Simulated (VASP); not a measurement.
Write the native input for VASP 6.6.1 that does the following.

| Property | Result |
| --- | --- |
| Task | single point |
| Functional | PBE |
| Potentials or basis | VASP PAW PBE potentials, release 64 (Cd, S) |
| Cutoff | 520 eV |
| k mesh | 12 × 12 × 6 |
| Occupations | gaussian, width 0.05 eV |
| Spin | no spin polarisation |
| Dipole correction | no |
| Further INCAR settings | ALGO = Normal; EDIFF = 1e-06; NBANDS = 22 |

The structure of Cd2S lies in POSCAR:

```
Cd2S
1.0
    4.1318364334      0.0000000000      0.0000000000
   -2.0659182167      3.5782753157      0.0000000000
    0.0000000000      0.0000000000      5.8829106465
Cd S
2 1
Direct
    0.6666666700      0.3333333300      0.5423821132
    0.3333333300      0.6666666700      0.9538847901
    0.3333333300      0.6666666700      0.3808900968
```

This cell differs from its parent crystal: strained and its atoms moved.

These files were run (other wordings do the same):

INCAR

```
SYSTEM = Cd2S
  ALGO = Normal
  EDIFF = 1E-6
  ENCUT = 520
  GGA = PE
  ISIF = 2
  ISMEAR = 0
  LASPH = .True.
  LCHARG = .True.
  LELF = .True.
  LREAL = .False.
  LVHAR = .True.
  LWAVE = .False.
  NBANDS = 22
  NELM = 80
  PREC = Accurate
  SIGMA = 0.05
```

KPOINTS

```
k-points
0
Gamma
  12 12 6
  0 0 0
```

Potentials or basis: VASP PAW PBE potentials, release 64 (Cd, S).

Run with:

```sh
$ cat potpaw_PBE.64/Cd/POTCAR potpaw_PBE.64/S/POTCAR > POTCAR
$ mpirun -np 1 vasp_std > vasp.out
```

Results of the run:

The pressure is -0.7 GPa, the largest force is 0.703 eV/Å and the band gap on the k mesh is 0.28 eV, indirect (least direct gap 0.57 eV).

Caveat: the cell differs from its parent crystal (strained and its atoms moved).

It took 3.6 min on 1 thread of Intel Xeon 8259CL (shared host), peak memory 0.32 GiB.
